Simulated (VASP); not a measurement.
# MoS2 (P6_3/mmc) in VASP: a series of runs

MoS2 is run at these levels: PBE; tasks: single point.

Program: VASP 6.6.1. These are calculated values, not measurements. Logs are shortened: lines on timing, memory, paths and dates and some standing lists are left out, and cuts for length are marked.

### Step 1. The cell of the first run

It takes space group P6_3/mmc (No. 194, hexagonal). Conventional cell: a = 3.185 Å, b = 3.185 Å, c = 13.920 Å, α = 90.00°, β = 90.00°, γ = 120.00°. Within 3.2 Å of Mo (site symmetry -6m2) lie 6 S at 2.41 Å and 6 Mo at 3.19 Å. Within 3.2 Å of S (site symmetry 3m) lie 3 Mo at 2.41 Å and 7 S at 3.12 to 3.19 Å.

### Step 2. Single point, PBE (strain along c alone, the other axes held: -6.0 %, then relaxed in part)

File INCAR:

```
ALGO = Normal ; EDIFF = 1E-7
ENCUT = 520 ; GGA = PE
ISIF = 2 ; ISMEAR = 0
LASPH = T ; LCHARG = F
LREAL = F ; LWAVE = F
NBANDS = 35 ; NELM = 100
PREC = Accurate ; SIGMA = 0.02
```

File KPOINTS:

```
k-points
0
Gamma
  12 12 2
```

File POSCAR:

```
MoS2
1.0
    3.1850687626      0.0000000000      0.0000000000
   -1.5925343813      2.7583504612      0.0000000000
    0.0000000000      0.0000000000     13.9195140856
Mo S
2 4
Direct
    0.6666666667      0.3333333333      0.2500000000
    0.3333333333      0.6666666667      0.7500000000
    0.6666666667      0.3333333333      0.6377768608
    0.3333333333      0.6666666667      0.3622231392
    0.6666666667      0.3333333333      0.8622231392
    0.3333333333      0.6666666667      0.1377768608
```

Potentials or basis: VASP PAW PBE potentials, release 64 (Mo_sv, S).

Command:

```sh
cat potpaw_PBE.64/Mo_sv/POTCAR potpaw_PBE.64/S/POTCAR > POTCAR
mpirun -np 1 vasp_std > vasp.out
```

OUTCAR:

```text
EDIFF = 1E-7
   ENCUT = 520
   GGA = PE
   ISIF = 2
   ISMEAR = 0
   LASPH = T
   LREAL = F
   NELM = 100
   PREC = Accurate

 ion  position               nearest neighbor table
   1  0.667  0.333  0.250-   4 2.41   6 2.41   4 2.41   6 2.41   4 2.41   6 2.41
   2  0.333  0.667  0.750-   3 2.41   5 2.41   3 2.41   5 2.41   3 2.41   5 2.41
   3  0.667  0.333  0.638-   2 2.41   2 2.41   2 2.41
   4  0.333  0.667  0.362-   1 2.41   1 2.41   1 2.41
   5  0.667  0.333  0.862-   2 2.41   2 2.41   2 2.41
   6  0.333  0.667  0.138-   1 2.41   1 2.41   1 2.41

  LATTYP: Found a hexagonal cell.
 ALAT       =     3.1850687626
 C/A-ratio  =     4.3702397415

  Lattice vectors:

 A1 = (   3.1850687626,   0.0000000000,   0.0000000000)
 A2 = (  -1.5925343813,   2.7583504612,   0.0000000000)
 A3 = (   0.0000000000,   0.0000000000,  13.9195140856)

Analysis of symmetry for initial positions (statically):
=====================================================================
 Subroutine PRICEL returns:
 Original cell was already a primitive cell.

 Routine SETGRP: Setting up the symmetry group for a
 hexagonal supercell.

 Subroutine GETGRP returns: Found 24 space group operations
 (whereof 12 operations were pure point group operations)
 out of a pool of 24 trial point group operations.

The static configuration has the point symmetry D_3d.
 The point group associated with its full space group is D_6h.

Analysis of symmetry for dynamics (positions and initial velocities):
=====================================================================
 Subroutine PRICEL returns:
 Original cell was already a primitive cell.

 Routine SETGRP: Setting up the symmetry group for a
 hexagonal supercell.

 Subroutine GETGRP returns: Found 24 space group operations
 (whereof 12 operations were pure point group operations)
 out of a pool of 24 trial point group operations.

The dynamic configuration has the point symmetry D_3d.
 The point group associated with its full space group is D_6h.

 Subroutine INISYM returns: Found 24 space group operations
 (whereof 12 operations are pure point group operations),
 and found     1 'primitive' translations

----------------------------------------------------------------------------------------
[... 100 lines left out ...]
   NELM   =    100;   NELMIN=  2; NELMDL= -5     # of ELM steps
   EDIFF  = 0.1E-06   stopping-criterion for ELM
   LREAL  =      F    real-space projection
   EDIFFG = 0.1E-05   stopping-criterion for IOM
   NSW    =      0    number of steps for IOM
   IBRION =     -1    ionic relax: 0-MD 1-quasi-New 2-CG
   NFREE  =      0    steps in history (QN), initial steepest desc. (CG)
   ISIF   =      2    stress and relaxation
   ISYM   =      2    0-nonsym 1-usesym 2-fastsym
   POTIM  = 0.5000    time-step for ionic-motion
   TEBEG  =    0.0;   TEEND  =   0.0 temperature during run
   PSTRESS=    0.0 pullay stress
   NELECT =      52.0000    total number of electrons
   NUPDOWN=      -1.0000    fix difference up-down
   EMIN   =  10.00;   EMAX   =-10.00  energy-range for DOS
   EFERMI =   0.00;   METHOD = LEGACY
   ISMEAR =     0;   SIGMA  =   0.02  broadening in eV -4-tet -1-fermi 0-gaus
   EFERMI_NEDOS =   21; number of points for ismear=-14 and -15
   IALGO  =     38    algorithm
   IMIX   =      4    mixing-type and parameters
     AMIX     =   0.40;   BMIX     =  1.00
     AMIX_MAG =   1.60;   BMIX_MAG =  1.00
  volume/ion in A,a.u.               =      20.38       137.54
  Fermi-wavevector in a.u.,A,eV,Ry     =   1.231058  2.326362 20.619680  1.515504
  Thomas-Fermi vector in A             =   2.365882
   LORBIT       =      0    0 simple, 1 ext, 2 COOP (PROOUT), +10 PAW based schemes
   GGA     = PE    functional components
   LHFCALC =     F    Hartree Fock is set to
   AEXX    =    0.0000 exact exchange contribution
   IVDW    =     0    specifies the selected vdW correction
   LEPSILON=     F    determine dielectric tensor
   LRPA    =     F    only Hartree local field effects (RPA)
 non-spin polarized calculation
 Gauss-broadening in eV      SIGMA  =   0.02
  energy-cutoff  :      520.00
  volume of cell :      122.29
 maximum number of plane-waves:      3324
 NGX is ok and might be reduce to    24
   NGX = 11   NGY = 11   NGZ = 51

 number of electron      51.9999997 magnetization

 Free energy of the ion-electron system (eV)
  ---------------------------------------------------
  ext. energy  EPLUGINS =         0.00000000
  ---------------------------------------------------
  free energy    TOTEN  =       -43.71167721 eV

  energy without entropy =      -43.71167721  energy(sigma->0) =      -43.71167721

 E-fermi :   5.7948     XC(G=0):  -9.8844

 val. band max:        5.5733418304   @ k =   0.0000   0.0000   0.0000
 cond. band min:       6.9148114082   @ k =   0.3333   0.3333   0.0000
 fundamental gap:      1.3414695779
 Fermi energy:         5.7947506221

 k-point     1 :       0.0000    0.0000    0.0000
  band No.  band energies     occupation
      1     -55.6162      2.00000
      2     -55.6162      2.00000
      3     -29.7541      2.00000
      4     -29.7541      2.00000
      5     -29.5523      2.00000
      6     -29.5523      2.00000
[... 901 lines left out ...]
     34       9.3327      0.00000
     35      12.7705      0.00000

 [... further k-points ...]

------------------------ aborting loop because EDIFF is reached ----------------------------------------

  FORCE on cell =-STRESS in cart. coord.  units (eV):
  Direction    XX          YY          ZZ          XY          YZ          ZX
  --------------------------------------------------------------------------------------
  -------------------------------------------------------------------------------------
  Total       -0.0248577     -0.0248577      0.0448160      0.0000000      0.0000000     -0.0000000
  in kB       -0.3256706     -0.3256706      0.5871531      0.0000000      0.0000000     -0.0000000
  external PRESSURE =      -0.0213960 kB  Pullay stress =       0.0000000 kB

 VOLUME and BASIS-vectors are now :
 -----------------------------------------------------------------------------
  energy-cutoff  :      520.00
  volume of cell :      122.29
      direct lattice vectors                 reciprocal lattice vectors
     3.185068763  0.000000000  0.000000000     0.313964964  0.181267757  0.000000000
    -1.592534381  2.758350461  0.000000000     0.000000000  0.362535513  0.000000000
     0.000000000  0.000000000 13.919514086     0.000000000  0.000000000  0.071841588

 POSITION                                       TOTAL-FORCE (eV/Angst)
 -----------------------------------------------------------------------------------
      1.59253      0.91945      3.47988         0.000000     -0.000000      0.000000
     -0.00000      1.83890     10.43964        -0.000000      0.000000      0.000000
      1.59253      0.91945      8.87754        -0.000000      0.000000      0.009480
     -0.00000      1.83890      5.04197         0.000000     -0.000000     -0.009480
      1.59253      0.91945     12.00173        -0.000000      0.000000     -0.009480
     -0.00000      1.83890      1.91779         0.000000     -0.000000      0.009480
 -----------------------------------------------------------------------------------
    total drift:                                0.000000     -0.000000      0.000000

  FREE ENERGIE OF THE ION-ELECTRON SYSTEM (eV)
  ---------------------------------------------------
  free  energy   TOTEN  =       -43.7116772069 eV

  energy  without entropy=      -43.7116772069  energy(sigma->0) =      -43.71167721
```

Run time: 80 s. Hardware: 1 thread of Intel Xeon 6975P-C (Granite Rapids), shared host; peak memory 0.3 GiB.

Results:

```yaml
Free_energy: -43.7117 eV
Pressure: 0.0 GPa
Largest_force: 0.009 eV/Å
Band_gap_on_the_k_mesh: 1.34 eV (least direct gap 1.66 eV)
```

Forces on the atoms (eV/Å):
```
Mo   0.000  0.000  0.000
Mo   0.000  0.000  0.000
S    0.000  0.000  0.009
S    0.000  0.000 -0.009
S    0.000  0.000 -0.009
S    0.000  0.000  0.009
```

Stress tensor (GPa, compression positive):
```
-0.03  0.00  0.00
 0.00 -0.03  0.00
 0.00  0.00  0.06
```

Levels at points of the mesh, in eV from the valence-band top:
| k point | band 24 | band 25 | band 26 | band 27 | band 28 | band 29 |
| --- | --- | --- | --- | --- | --- | --- |
| (0.00, 0.00, 0.00) | -1.58 | -0.59 | 0.00 | 2.43 | 2.43 | 2.44 |
| (0.50, 0.00, 0.00) | -1.28 | -0.96 | -0.94 | 1.91 | 1.92 | 2.38 |
| (0.00, 0.00, 0.50) | -1.82 | -0.22 | -0.22 | 2.43 | 2.43 | 2.43 |
| (0.50, 0.00, 0.50) | -1.30 | -0.95 | -0.95 | 1.92 | 1.92 | 2.43 |

Caveat: the cell differs from its parent crystal (strain along c alone, the other axes held: -6.0 %, then relaxed in part); this functional lacks dispersion, which binds layers or chains, so the pressure and a relaxed spacing across them are unreliable. A k mesh can miss the band edges.

### Step 3. Single point, PBE (strain along c alone, the other axes held: -4.0 %, then relaxed in part)

File INCAR:

```
SYSTEM = MoS2
PREC = Accurate
ENCUT = 520
EDIFF = 1E-6
ISMEAR = 0
SIGMA = 0.02
LREAL = .FALSE.
LASPH = .TRUE.
NELM = 60
ALGO = Normal
ISIF = 2
LWAVE = .FALSE.
LCHARG = .TRUE.
GGA = PE
LELF = .TRUE.
LVHAR = .TRUE.
NBANDS = 35
```

File KPOINTS:

```
regular mesh
0
G
  12 12 2
  0 0 0
```

File POSCAR:

```
MoS2
1.0
    3.1850687626      0.0000000000      0.0000000000
   -1.5925343813      2.7583504612      0.0000000000
    0.0000000000      0.0000000000     14.2156739598
Mo S
2 4
Direct
    0.6666666667      0.3333333333      0.2500000000
    0.3333333333      0.6666666667      0.7500000000
    0.6666666667      0.3333333333      0.6401005121
    0.3333333333      0.6666666667      0.3598994879
    0.6666666667      0.3333333333      0.8598994879
    0.3333333333      0.6666666667      0.1401005121
```

Potentials or basis: VASP PAW PBE potentials, release 64 (Mo_sv, S).

Command:

```sh
cat potpaw_PBE.64/Mo_sv/POTCAR potpaw_PBE.64/S/POTCAR > POTCAR
mpirun -np 1 vasp_std > vasp.out
```

Run time: 90 s. Hardware: 1 thread of Intel Xeon 6975P-C (Granite Rapids), shared host; peak memory 0.3 GiB.

Results (log left out):

- Free energy: -43.7141 eV
- Pressure: 0.0 GPa
- Largest force: 0.009 eV/Å
- Band gap on the k mesh: 1.39 eV (least direct gap 1.66 eV)

Forces on the atoms (eV/Å):
```
Mo   0.000  0.000  0.000
Mo   0.000  0.000  0.000
S    0.000  0.000  0.009
S    0.000  0.000 -0.009
S    0.000  0.000 -0.009
S    0.000  0.000  0.009
```

Levels at points of the mesh, in eV from the valence-band top:
| k point | band 24 | band 25 | band 26 | band 27 | band 28 | band 29 |
| --- | --- | --- | --- | --- | --- | --- |
| (0.00, 0.00, 0.00) | -1.61 | -0.52 | 0.00 | 2.48 | 2.48 | 2.48 |
| (0.50, 0.00, 0.00) | -1.24 | -0.91 | -0.90 | 1.96 | 1.97 | 2.43 |
| (0.00, 0.00, 0.50) | -1.78 | -0.20 | -0.20 | 2.48 | 2.48 | 2.48 |
| (0.50, 0.00, 0.50) | -1.26 | -0.91 | -0.91 | 1.96 | 1.96 | 2.47 |

Caveat: the cell differs from its parent crystal (strain along c alone, the other axes held: -4.0 %, then relaxed in part); this functional lacks dispersion, which binds layers or chains, so the pressure and a relaxed spacing across them are unreliable. A k mesh can miss the band edges.

### Step 4. Single point, PBE

This run uses another cell than the first one, of 20.82 Å³/atom.

File INCAR:

```
  ALGO = Normal
  EDIFF = 1E-6
  ENCUT = 520
  GGA = PE
  ISIF = 2
  ISMEAR = 0
  LASPH = True
  LCHARG = False
  LREAL = False
  LWAVE = False
  NBANDS = 35
  NELM = 80
  PREC = Accurate
  SIGMA = 0.02
```

File KPOINTS:

```
k-points
0
Gamma
  12 12 2
```

POSCAR is that of step 3.

Potentials or basis: VASP PAW PBE potentials, release 64 (Mo_sv, S).

Command:

```sh
cat potpaw_PBE.64/Mo_sv/POTCAR potpaw_PBE.64/S/POTCAR > POTCAR
mpirun -np 1 vasp_std > vasp.out
```

OUTCAR:

```text
EDIFF = 1E-6
   ENCUT = 520
   GGA = PE
   ISIF = 2
   ISMEAR = 0
   LASPH = True
   LREAL = False
   NELM = 80
   PREC = Accurate

 ion  position               nearest neighbor table
   1  0.667  0.333  0.250-   4 2.41   6 2.41   4 2.41   6 2.41   4 2.41   6 2.41
   2  0.333  0.667  0.750-   3 2.41   5 2.41   3 2.41   5 2.41   3 2.41   5 2.41
   3  0.667  0.333  0.640-   2 2.41   2 2.41   2 2.41
   4  0.333  0.667  0.360-   1 2.41   1 2.41   1 2.41
[... 1124 lines left out ...]
  -------------------------------------------------------------------------------------
  Total       -0.0450755     -0.0450755     -0.0236433      0.0000000      0.0000000      0.0000000
  in kB       -0.5782491     -0.5782491     -0.3033080      0.0000000      0.0000000      0.0000000
  external PRESSURE =      -0.4866020 kB  Pullay stress =       0.0000000 kB

 VOLUME and BASIS-vectors are now :
 -----------------------------------------------------------------------------
  energy-cutoff  :      520.00
  volume of cell :      124.89
      direct lattice vectors                 reciprocal lattice vectors
     3.185068763  0.000000000  0.000000000     0.313964964  0.181267757  0.000000000
    -1.592534381  2.758350461  0.000000000     0.000000000  0.362535513  0.000000000
     0.000000000  0.000000000 14.215673960     0.000000000  0.000000000  0.070344889

 POSITION                                       TOTAL-FORCE (eV/Angst)
 -----------------------------------------------------------------------------------
      1.59253      0.91945      3.55392        -0.000000      0.000000      0.000000
     -0.00000      1.83890     10.66176         0.000000     -0.000000      0.000000
      1.59253      0.91945      9.09946         0.000000      0.000000      0.009492
     -0.00000      1.83890      5.11621         0.000000      0.000000     -0.009492
      1.59253      0.91945     12.22405        -0.000000     -0.000000     -0.009492
     -0.00000      1.83890      1.99162         0.000000      0.000000      0.009492
 -----------------------------------------------------------------------------------
    total drift:                               -0.000000      0.000000     -0.000000

  FREE ENERGIE OF THE ION-ELECTRON SYSTEM (eV)
  ---------------------------------------------------
  free  energy   TOTEN  =       -43.7140573972 eV

  energy  without entropy=      -43.7140573972  energy(sigma->0) =      -43.71405740
```

OSZICAR:

```text
N       E                     dE             d eps       ncg     rms          rms(c)
DAV:   1     0.436262597938E+03    0.43626E+03   -0.29185E+04  2980   0.138E+03
DAV:   2    -0.221950202384E+02   -0.45846E+03   -0.44391E+03  3203   0.354E+02
DAV:   3    -0.462229095670E+02   -0.24028E+02   -0.23585E+02  3360   0.729E+01
DAV:   4    -0.467437435166E+02   -0.52083E+00   -0.51940E+00  3193   0.108E+01
DAV:   5    -0.467553691450E+02   -0.11626E-01   -0.11623E-01  3184   0.165E+00    0.332E+01
DAV:   6    -0.445403752412E+02    0.22150E+01   -0.13143E+01  2910   0.228E+01    0.125E+01
DAV:   7    -0.440842125028E+02    0.45616E+00   -0.57022E+00  2924   0.148E+01    0.796E+00
DAV:   8    -0.437143846908E+02    0.36983E+00   -0.85565E-01  2943   0.623E+00    0.271E+00
DAV:   9    -0.437212280768E+02   -0.68434E-02   -0.10179E-01  3035   0.156E+00    0.121E+00
DAV:  10    -0.437140755598E+02    0.71525E-02   -0.30261E-02  2919   0.118E+00    0.396E-01
DAV:  11    -0.437141822036E+02   -0.10664E-03   -0.17818E-03  2943   0.230E-01    0.212E-01
DAV:  12    -0.437140285099E+02    0.15369E-03   -0.67886E-04  2949   0.148E-01    0.746E-02
DAV:  13    -0.437140460232E+02   -0.17513E-04   -0.19431E-04  3058   0.657E-02    0.212E-02
DAV:  14    -0.437140557207E+02   -0.96975E-05   -0.18088E-05  2563   0.229E-02    0.113E-02
DAV:  15    -0.437140569621E+02   -0.12414E-05   -0.14518E-06  2413   0.579E-03    0.555E-03
DAV:  16    -0.437140573972E+02   -0.43513E-06   -0.65101E-07  2008   0.420E-03
   1 F= -.43714057E+02 E0= -.43714057E+02  d E =-.221411E-20
```

Run time: 98 s. Hardware: 1 thread of Intel Xeon 6975P-C (Granite Rapids), shared host; peak memory 0.29 GiB.

Results:

```yaml
Free_energy: -43.7141 eV
Pressure: 0.0 GPa
Largest_force: 0.009 eV/Å
Band_gap_on_the_k_mesh: 1.39 eV (least direct gap 1.66 eV)
```

Forces in eV/Å, atoms in the order of the input:
```
Mo   0.000  0.000  0.000
Mo   0.000  0.000  0.000
S    0.000  0.000  0.009
S    0.000  0.000 -0.009
S    0.000  0.000 -0.009
S    0.000  0.000  0.009
```

Levels at points of the mesh, in eV from the valence-band top:
```
           k point  band 23  band 24  band 25  band 26  band 27  band 28  band 29  band 30
(0.00, 0.00, 0.00)    -1.78    -1.61    -0.52     0.00     2.48     2.48     2.48     2.48
(0.50, 0.00, 0.00)    -1.27    -1.24    -0.91    -0.90     1.96     1.97     2.43     2.51
(0.00, 0.00, 0.50)    -1.78    -1.78    -0.20    -0.20     2.48     2.48     2.48     2.48
(0.50, 0.00, 0.50)    -1.26    -1.26    -0.91    -0.91     1.96     1.96     2.47     2.47
```

Caveat: this functional lacks dispersion, which binds layers or chains, so the pressure and a relaxed spacing across them are unreliable. A k mesh can miss the band edges.
